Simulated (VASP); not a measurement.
PtSe2:

```
Pt Se
1.0
     3.72400    0.00000    0.00000
    -1.86200    3.22508    0.00000
     0.00000    0.00000    5.06200
Pt Se
1 2
Direct
  0.00000 0.00000 0.00000
  0.33333 0.66667 0.25000
  0.66667 0.33333 0.75000
```

```yaml
Program: VASP 6.6.1
Task: relaxation of cell and atoms
Functional: PBE
Potentials_or_basis: VASP PAW PBE potentials, release 64 (Pt, Se)
Cutoff: 600 eV
k_mesh: 6 × 6 × 4
Occupations: gaussian, width 0.1 eV
Spin: no spin polarisation
```

At the start: pressure 7.3 GPa; volume 20.27 Å³/atom.

How do energy, volume and symmetry change on relaxing?

Over 21 steps the energy falls by 35.9 meV/atom and the volume is 24.40 Å³/atom (+20.4 %); space group P-3m1 (No. 164, to 0.1 Å) before and after.

The path:
| step | energy change (eV) | largest force (eV/Å) | pressure (GPa) | volume (Å³) |
| --- | --- | --- | --- | --- |
| 1 | 0.0000 | 0.5814 | 7.35 | 60.80 |
| 2 | 0.0993 | 0.9683 | -8.18 | 69.34 |
| 3 | -0.0741 | 0.1266 | 0.00 | 63.96 |
| 4 | -0.0741 | 0.1142 | 0.13 | 63.89 |
| 5 | -0.0741 | 0.1018 | 0.25 | 63.83 |
| 6 | -0.0755 | 0.0906 | 0.23 | 64.01 |
| 7 | -0.0791 | 0.0567 | 0.19 | 64.55 |
| 8 | -0.0842 | 0.0230 | 0.16 | 65.63 |
| 9 | -0.0842 | 0.2007 | 0.29 | 67.82 |
| 10 | -0.0854 | 0.1443 | 0.23 | 67.01 |
| 11 | -0.0866 | 0.1269 | 0.14 | 67.23 |
| 12 | -0.0897 | 0.0746 | -0.16 | 67.89 |
| 13 | -0.0944 | 0.0216 | -0.70 | 69.20 |
| 14 | -0.0975 | 0.1886 | -1.56 | 71.79 |
| 15 | -0.0986 | 0.1873 | -1.48 | 71.95 |
| 16 | -0.1015 | 0.1820 | -1.25 | 72.40 |
| 17 | -0.1053 | 0.1654 | -0.73 | 73.28 |
| 18 | -0.1038 | 0.1039 | 0.42 | 74.96 |
| 19 | -0.1065 | 0.1384 | -0.34 | 73.80 |
| 20 | -0.1070 | 0.1113 | -0.21 | 73.65 |
| 21 | -0.1076 | 0.0334 | 0.17 | 73.20 |

Final structure:
```
Pt Se
1.0
     3.75069    0.00000    0.00000
    -1.87534    3.24819    0.00000
     0.00000    0.00000    6.00851
Pt Se
1 2
Direct
  0.00000 0.00000 0.00000
  0.33333 0.66667 0.21787
  0.66667 0.33333 0.78213
```

Caveat: the volume moved by over 15 % at a fixed basis, so the end points are rough; this functional lacks dispersion, which binds layers or chains, so the pressure and a relaxed spacing across them are unreliable.
